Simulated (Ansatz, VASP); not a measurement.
## Ni: VASP beside Ansatz

File INCAR:

```
  AGGAC = 1.0
  AGGAX = 1.0
  ALDAC = 0.0
  ALDAX = 1.0
  ALGO = Normal
  EDIFF = 1E-7
  ENCUT = 520
  GGA = B5
  ISIF = 2
  ISMEAR = -1
  ISPIN = 2
  LASPH = True
  LCHARG = True
  LELF = True
  LMAXMIX = 4
  LORBIT = 11
  LREAL = False
  LVHAR = True
  LWAVE = False
  MAGMOM = 0.657
  NBANDS = 15
  NELM = 150
  PREC = Accurate
  SIGMA = 0.05
```

The input KPOINTS:

```
k-points
0
Gamma
  25 25 25
```

The input POSCAR:

```
Ni
1.0
    0.0000000000      1.7396514980      1.7396514980
    1.7396514980      0.0000000000      1.7396514980
    1.7396514980      1.7396514980      0.0000000000
Ni
1
Direct
    0.0000000000      0.0000000000      0.0000000000
```

Input for Ansatz:

```yaml
crystal:
  lattice:
    - [0.0, 1.739651498, 1.739651498]
    - [1.739651498, 0.0, 1.739651498]
    - [1.739651498, 1.739651498, 0.0]
  atoms:
    - { symbol: Ni, position: [0.0, 0.0, 0.0], spin: 0.657 }
hamiltonian:
  xc: blyp
  pseudopotentials:
    kind: paw
    azcp:
      Ni: "pseudopotentials/Ni.paw.azcp"
basis:
  ecutwfc: 420
  fft_grid_basis: typed
kpoints:
  mp_grid: { grid: [25, 25, 25], shift: [0, 0, 0] }
magnetization:
  spin_polarized: true
scf:
  occupations: { method: fermi_dirac, width: 0.05 }
output:
  stress: true
```

Alike in both runs: task single point; functional BLYP; k mesh 25 × 25 × 25; occupations fermi-dirac, width 0.05 eV; collinear spin.

|  | VASP | Ansatz |
| --- | --- | --- |
| version | VASP 6.6.1 | Ansatz 0.2.0 |
| potentials or method | VASP PAW PBE potentials, release 64 (Ni), cutoff 520 eV | plane waves (420 eV) with PAW, scalar-relativistic |
| valence electrons in the cell | 10 | 18 |

Ansatz gave:

```
pressure (GPa)                                                : 17.3
net moment per atom (μB)                                      : 0.61
size of the moment on the site where the two differ most (μB) : 0.64
```

Q: Estimate VASP's values.

A: Pressure (GPa): 17.3; net moment per atom (μB): 0.60; size of the moment on the site where the two differ most (μB): 0.60.

VASP's potentials were made for PBE, not for BLYP. Site moments also hang on the region over which each program counts them. With one functional, cell and mesh, what is left measures potentials, basis and numerics. VASP's potentials hold 10 valence electrons a cell and Ansatz's 18, so a difference there can come from the potentials and not from the codes.
